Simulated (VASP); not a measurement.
# MoS2 (P-3m1) in VASP: density of states with LDA

Aim: the density of states of MoS2 with LDA.

Everything below comes from runs of VASP 6.6.1. Logs are shortened: lines on timing, memory, paths and dates and some standing lists are left out, and cuts for length are marked.

**1. The cell of the first run**

The structure is trigonal, space group P-3m1 (No. 164). The conventional cell has a = 3.227 Å, b = 3.227 Å, c = 6.312 Å, α = 90.00°, β = 90.00°, γ = 120.00°. Mo (site symmetry -3m) has 6 S at 2.42 Å within 3.2 Å. Within 3.2 Å of S (site symmetry 3m) lie 3 Mo at 2.42 Å.

**2. Density of states, LDA**

Contents of POSCAR:

```
MoS2
1.0
    3.2274650000      0.0000000000      0.0000000000
   -1.6137320000      2.7950660000      0.0000000000
    0.0000000000      0.0000000000      6.3124730000
Mo S
1 2
Direct
    0.0000000000      0.0000000000      0.5000000000
    0.3333333333      0.6666666667      0.2553190000
    0.6666666667      0.3333333333      0.7446810000
```

Contents of INCAR.step1:

```
SYSTEM = MoS2
PREC = Accurate
ENCUT = 520
EDIFF = 1E-6
ISMEAR = 0
SIGMA = 0.05
LREAL = .False.
LASPH = .True.
NELM = 80
ALGO = Normal
ISIF = 2
LWAVE = .False.
LCHARG = .True.
LMAXMIX = 4
NBANDS = 20
```

Contents of KPOINTS.step1:

```
regular mesh
0
Gamma
  8 8 4
  0 0 0
```

Contents of INCAR.step2:

```
SYSTEM = MoS2
PREC = Accurate
ENCUT = 520
EDIFF = 1E-6
ISMEAR = -5
SIGMA = 0.05
LREAL = .False.
LASPH = .True.
NELM = 80
ALGO = Normal
ISIF = 2
LWAVE = .False.
LCHARG = .False.
LMAXMIX = 4
LORBIT = 10
NEDOS = 2001
ICHARG = 11
```

Contents of KPOINTS.step2:

```
regular mesh
0
Gamma
  12 12 6
  0 0 0
```

Potentials or basis: VASP PAW LDA potentials, release 64 (Mo_sv, S).

Launch:

```console
cat potpaw_LDA.64/Mo_sv/POTCAR potpaw_LDA.64/S/POTCAR > POTCAR
cp INCAR.step1 INCAR
cp KPOINTS.step1 KPOINTS
mpirun -np 1 vasp_std > vasp.out
cp INCAR.step2 INCAR
cp KPOINTS.step2 KPOINTS
mpirun -np 1 vasp_std > vasp.out
```

OUTCAR:

```text
SYSTEM = MoS2
   PREC = Accurate
   ENCUT = 520
   EDIFF = 1E-6
   ISMEAR = -5
   LREAL = .False.
   LASPH = .True.
   NELM = 80
   ISIF = 2
   LORBIT = 10
   ICHARG = 11

 ion  position               nearest neighbor table
   1  0.000  0.000  0.500-   2 2.42   3 2.42   3 2.42   2 2.42   3 2.42   2 2.42
   2  0.333  0.667  0.255-   1 2.42   1 2.42   1 2.42
   3  0.667  0.333  0.745-   1 2.42   1 2.42   1 2.42

  LATTYP: Found a hexagonal cell.
 ALAT       =     3.2274650000
 C/A-ratio  =     1.9558610241

  Lattice vectors:

 A1 = (   3.2274650000,   0.0000000000,   0.0000000000)
 A2 = (  -1.6137320000,   2.7950660000,   0.0000000000)
 A3 = (   0.0000000000,   0.0000000000,   6.3124730000)

Analysis of symmetry for initial positions (statically):
=====================================================================
 Subroutine PRICEL returns:
 Original cell was already a primitive cell.

 Routine SETGRP: Setting up the symmetry group for a
 hexagonal supercell.

 Subroutine GETGRP returns: Found 12 space group operations
 (whereof 12 operations were pure point group operations)
 out of a pool of 24 trial point group operations.

The static configuration has the point symmetry D_3d.

Analysis of symmetry for dynamics (positions and initial velocities):
=====================================================================
 Subroutine PRICEL returns:
 Original cell was already a primitive cell.

 Routine SETGRP: Setting up the symmetry group for a
 hexagonal supercell.

 Subroutine GETGRP returns: Found 12 space group operations
 (whereof 12 operations were pure point group operations)
 out of a pool of 24 trial point group operations.

The dynamic configuration has the point symmetry D_3d.

 Subroutine INISYM returns: Found 12 space group operations
 (whereof 12 operations are pure point group operations),
 and found     1 'primitive' translations

----------------------------------------------------------------------------------------

                                     Primitive cell

  volume of cell :      56.9447

  direct lattice vectors                    reciprocal lattice vectors
     3.227465000  0.000000000  0.000000000     0.309840695  0.178886597  0.000000000
    -1.613732000  2.795066000  0.000000000     0.000000000  0.357773305  0.000000000
     0.000000000  0.000000000  6.312473000     0.000000000  0.000000000  0.158416519

  length of vectors
     3.227465000  3.227464161  6.312473000     0.357773212  0.357773305  0.158416519

  position of ions in fractional coordinates (direct lattice)
     0.000000000  0.000000000  0.500000000
     0.333333333  0.666666667  0.255319000
     0.666666667  0.333333333  0.744681000

  ion indices of the primitive-cell ions
   primitive index   ion index
                 1           1
                 2           2
                 3           3

----------------------------------------------------------------------------------------

 KPOINTS: regular mesh

Automatic generation of k-mesh.
 Grid dimensions read from file:
 generate k-points for:   12   12    6

 Generating k-lattice:

  Cartesian coordinates                     Fractional coordinates (reciprocal lattice)
     0.025820058  0.014907216  0.000000000     0.083333333 -0.000000000  0.000000000
     0.000000000  0.029814442  0.000000000     0.000000000  0.083333333  0.000000000
     0.000000000  0.000000000  0.026402753     0.000000000  0.000000000  0.166666667

  Length of vectors
     0.029814434  0.029814442  0.026402753

  Shift w.r.t. Gamma in fractional coordinates (k-lattice)
     0.000000000  0.000000000  0.000000000

 TETIRR: Found   1229 inequivalent tetrahedra from     5184

 Subroutine IBZKPT returns following result:
 ===========================================

 Found    100 irreducible k-points:

 Following reciprocal coordinates:
            Coordinates               Weight
  0.000000  0.000000  0.000000      1.000000
  0.083333 -0.000000  0.000000      6.000000
  0.166667 -0.000000  0.000000      6.000000
  0.250000 -0.000000  0.000000      6.000000
  0.333333 -0.000000  0.000000      6.000000
  0.416667 -0.000000  0.000000      6.000000
[... 16 lines left out ...]
  0.166667 -0.000000  0.166667      6.000000
  0.000000  0.166667  0.166667      6.000000
 [... further k-points ...]
   k-points           NKPTS =    100   k-points in BZ     NKDIM =    100   number of bands    NBANDS=     17
   number of dos      NEDOS =   2001   number of ions     NIONS =      3
   total plane-waves  NPLWV =  27648
   dimension x,y,z NGX =    24 NGY =   24 NGZ =   48
   dimension x,y,z NGXF=    48 NGYF=   48 NGZF=   96
   ions per type =               1   2
   NGX,Y,Z   is equivalent  to a cutoff of  12.36, 12.36, 12.64 a.u.
   NGXF,Y,Z  is equivalent  to a cutoff of  24.72, 24.72, 25.28 a.u.
 SYSTEM =  MoS2
   PREC   = accura    normal or accurate (medium, high low for compatibility)
   ISTART =      0    job   : 0-new  1-cont  2-samecut
   ICHARG =     11    charge: 1-file 2-atom 10-const
   ISPIN  =      1    spin polarized calculation?
   LNONCOLLINEAR =      F non collinear calculations
   LSORBIT =      F    spin-orbit coupling
   LASPH  =      T    aspherical Exc in radial PAW
   ENCUT  =  520.0 eV  38.22 Ry    6.18 a.u.   6.00  6.00 11.74*2*pi/ulx,y,z
   NELM   =     80;   NELMIN=  2; NELMDL=  0     # of ELM steps
   EDIFF  = 0.1E-05   stopping-criterion for ELM
   LREAL  =      F    real-space projection
   EDIFFG = 0.1E-04   stopping-criterion for IOM
   NSW    =      0    number of steps for IOM
   IBRION =     -1    ionic relax: 0-MD 1-quasi-New 2-CG
   NFREE  =      0    steps in history (QN), initial steepest desc. (CG)
   ISIF   =      2    stress and relaxation
   ISYM   =      2    0-nonsym 1-usesym 2-fastsym
   POTIM  = 0.5000    time-step for ionic-motion
   TEBEG  =    0.0;   TEEND  =   0.0 temperature during run
   PSTRESS=    0.0 pullay stress
   NELECT =      26.0000    total number of electrons
   NUPDOWN=      -1.0000    fix difference up-down
   EMIN   =  10.00;   EMAX   =-10.00  energy-range for DOS
   EFERMI =   0.00;   METHOD = LEGACY
   ISMEAR =    -5;   SIGMA  =   0.05  broadening in eV -4-tet -1-fermi 0-gaus
   EFERMI_NEDOS =   21; number of points for ismear=-14 and -15
   IALGO  =     38    algorithm
   IMIX   =      4    mixing-type and parameters
     AMIX     =   0.40;   BMIX     =  1.00
     AMIX_MAG =   1.60;   BMIX_MAG =  1.00
  volume/ion in A,a.u.               =      18.98       128.09
  Fermi-wavevector in a.u.,A,eV,Ry     =   1.260612  2.382212 21.621611  1.589144
  Thomas-Fermi vector in A             =   2.394113
   LORBIT       =     10    0 simple, 1 ext, 2 COOP (PROOUT), +10 PAW based schemes
   GGA     = CA    functional components
   LHFCALC =     F    Hartree Fock is set to
   AEXX    =    0.0000 exact exchange contribution
   IVDW    =     0    specifies the selected vdW correction
   LEPSILON=     F    determine dielectric tensor
   LRPA    =     F    only Hartree local field effects (RPA)
 non-spin polarized calculation
 Fermi weights with tetrahedron method with Bloechl corrections
  energy-cutoff  :      520.00
  volume of cell :       56.94
 maximum number of plane-waves:      1560

 number of electron      26.0000001 magnetization

 Free energy of the ion-electron system (eV)
  ---------------------------------------------------
  ext. energy  EPLUGINS =         0.00000000
  ---------------------------------------------------
  free energy    TOTEN  =       -23.54196977 eV

  energy without entropy =      -23.54196977  energy(sigma->0) =      -23.54196977

 E-fermi :   6.8070     XC(G=0): -10.7683

 val. band max:        6.7834895480   @ k =   0.0000   0.0833   0.1667
 cond. band min:       6.6977704615   @ k =   0.0000   0.0000   0.5000
 fundamental gap:     -0.0857190865
 Fermi energy:         6.8069827168

 k-point     1 :       0.0000    0.0000    0.0000
  band No.  band energies     occupation
      1     -54.6585      2.00000
      2     -28.8853      2.00000
      3     -28.8520      2.00000
      4     -28.8520      2.00000
      5      -8.0006      2.00000
      6      -6.5335      2.00000
[... 9 lines left out ...]
     16       9.9581      0.00000
     17       9.9581      0.00000

 k-point     2 :       0.0833   -0.0000    0.0000
  band No.  band energies     occupation
      1     -54.6563      2.00000
      2     -28.8809      2.00000
      3     -28.8746      2.00000
      4     -28.8572      2.00000
      5      -7.8949      2.00000
      6      -6.5116      2.00000
[... 9 lines left out ...]
     16       9.6627      0.00000
     17       9.9127      0.00000

 k-point     3 :       0.1667   -0.0000    0.0000
  band No.  band energies     occupation
      1     -54.6504      2.00000
      2     -28.9363      2.00000
      3     -28.8713      2.00000
      4     -28.8688      2.00000
      5      -7.5933      2.00000
      6      -6.4495      2.00000
[... 9 lines left out ...]
     16       9.4088      0.00000
     17       9.8852      0.00000

 k-point     4 :       0.2500   -0.0000    0.0000
  band No.  band energies     occupation
      1     -54.6423      2.00000
      2     -29.0194      2.00000
      3     -28.8906      2.00000
      4     -28.8521      2.00000
      5      -7.1483      2.00000
      6      -6.3529      2.00000
[... 9 lines left out ...]
     16       9.7658      0.00000
     17      10.0038      0.00000

 k-point     5 :       0.3333   -0.0000    0.0000
  band No.  band energies     occupation
      1     -54.6342      2.00000
      2     -29.1014      2.00000
      3     -28.9098      2.00000
      4     -28.8355      2.00000
      5      -6.6897      2.00000
      6      -6.1926      2.00000
[... 9 lines left out ...]
     16      10.1982      0.00000
     17      10.3709      0.00000

 k-point     6 :       0.4167   -0.0000    0.0000
  band No.  band energies     occupation
      1     -54.6282      2.00000
      2     -29.1608      2.00000
      3     -28.9238      2.00000
      4     -28.8233      2.00000
      5      -6.4500      2.00000
      6      -5.8986      2.00000
[... 9 lines left out ...]
     16      10.3459      0.00000
     17      10.5784      0.00000

 k-point     7 :       0.5000   -0.0000    0.0000
  band No.  band energies     occupation
      1     -54.6261      2.00000
      2     -29.1824      2.00000
      3     -28.9289      2.00000
      4     -28.8188      2.00000
      5      -6.3978      2.00000
      6      -5.7283      2.00000
[... 9 lines left out ...]
     16      10.3977      0.00000
     17      10.4946      0.00000

 k-point     8 :       0.0833    0.0833    0.0000
  band No.  band energies     occupation
      1     -54.6523      2.00000
      2     -28.9156      2.00000
      3     -28.8730      2.00000
      4     -28.8676      2.00000
      5      -7.6910      2.00000
      6      -6.4697      2.00000
[... 9 lines left out ...]
     16       9.5586      0.00000
     17       9.7281      0.00000
[... 203 lines left out ...]
      1     -54.6220      2.00000
      2     -29.0821      2.00000
      3     -29.0821      2.00000
      4     -28.8106      2.00000
      5      -5.8895      2.00000
      6      -5.8895      2.00000
[... 9 lines left out ...]
     16       9.5916      0.00000
     17       9.5916      0.00000

 k-point    20 :       0.0000    0.0000    0.1667
  band No.  band energies     occupation
      1     -54.6585      2.00000
      2     -28.8853      2.00000
      3     -28.8520      2.00000
      4     -28.8520      2.00000
      5      -7.9605      2.00000
      6      -6.6038      2.00000
[... 9 lines left out ...]
     16       9.9979      0.00000
     17       9.9979      0.00000

 k-point    21 :       0.0833   -0.0000    0.1667
  band No.  band energies     occupation
      1     -54.6563      2.00000
      2     -28.8810      2.00000
      3     -28.8746      2.00000
      4     -28.8572      2.00000
      5      -7.8557      2.00000
      6      -6.5778      2.00000
[... 9 lines left out ...]
     16       9.7168      0.00000
     17       9.8867      0.00000

 k-point    22 :       0.0000    0.0833    0.1667
  band No.  band energies     occupation
      1     -54.6563      2.00000
      2     -28.8810      2.00000
      3     -28.8746      2.00000
      4     -28.8572      2.00000
      5      -7.8548      2.00000
      6      -6.5795      2.00000
[... 9 lines left out ...]
     16       9.6324      0.00000
     17      10.0012      0.00000

 k-point    23 :       0.1667   -0.0000    0.1667
  band No.  band energies     occupation
      1     -54.6504      2.00000
      2     -28.9363      2.00000
      3     -28.8713      2.00000
      4     -28.8688      2.00000
      5      -7.5595      2.00000
      6      -6.5003      2.00000
[... 9 lines left out ...]
     16       9.3140      0.00000
     17       9.7983      0.00000

 k-point    24 :       0.0000    0.1667    0.1667
  band No.  band energies     occupation
      1     -54.6504      2.00000
      2     -28.9363      2.00000
      3     -28.8713      2.00000
      4     -28.8688      2.00000
      5      -7.5510      2.00000
      6      -6.5145      2.00000
[... 9 lines left out ...]
     16       9.3660      0.00000
     17       9.9827      0.00000

 [... further k-points ...]
[... 5 lines left out ...]
  --------------------------------------------------------------------------------------
  -------------------------------------------------------------------------------------
  Total       -2.4206644     -2.4206632     -1.4567558     -0.0000004      0.0000000      0.0000000
  in kB      -68.1070433    -68.1070102    -40.9868179     -0.0000122      0.0000000      0.0000000
  external PRESSURE =     -59.0669571 kB  Pullay stress =       0.0000000 kB

 VOLUME and BASIS-vectors are now :
 -----------------------------------------------------------------------------
  energy-cutoff  :      520.00
  volume of cell :       56.94
      direct lattice vectors                 reciprocal lattice vectors
     3.227465000  0.000000000  0.000000000     0.309840695  0.178886597  0.000000000
    -1.613732000  2.795066000  0.000000000     0.000000000  0.357773305  0.000000000
     0.000000000  0.000000000  6.312473000     0.000000000  0.000000000  0.158416519

 POSITION                                       TOTAL-FORCE (eV/Angst)
 -----------------------------------------------------------------------------------
      0.00000      0.00000      3.15624        -0.000000      0.000000      0.000000
      0.00000      1.86338      1.61169         0.000000     -0.000000      0.163266
      1.61373      0.93169      4.70078        -0.000000      0.000000     -0.163266
 -----------------------------------------------------------------------------------
    total drift:                               -0.000000      0.000000      0.000000

  FREE ENERGIE OF THE ION-ELECTRON SYSTEM (eV)
  ---------------------------------------------------
  free  energy   TOTEN  =       -23.5419697668 eV

  energy  without entropy=      -23.5419697668  energy(sigma->0) =      -23.54196977

 total charge

# of ion       s       p       d       tot
------------------------------------------
    1        2.295   6.212   3.902  12.410
    2        1.363   2.312   0.000   3.675
    3        1.363   2.312   0.000   3.675
--------------------------------------------------
tot          5.022  10.836   3.902  19.761
```

Wall time 43 s (1 thread of AMD EPYC 9R45 (Zen 5), shared host); peak memory 0.18 GiB.

Results:

```yaml
Valence_electrons_inside_the_program's_atomic_spheres: Mo 12.41; S 3.67
```

Caveat: tetrahedron occupations give inexact forces and stress in metals.
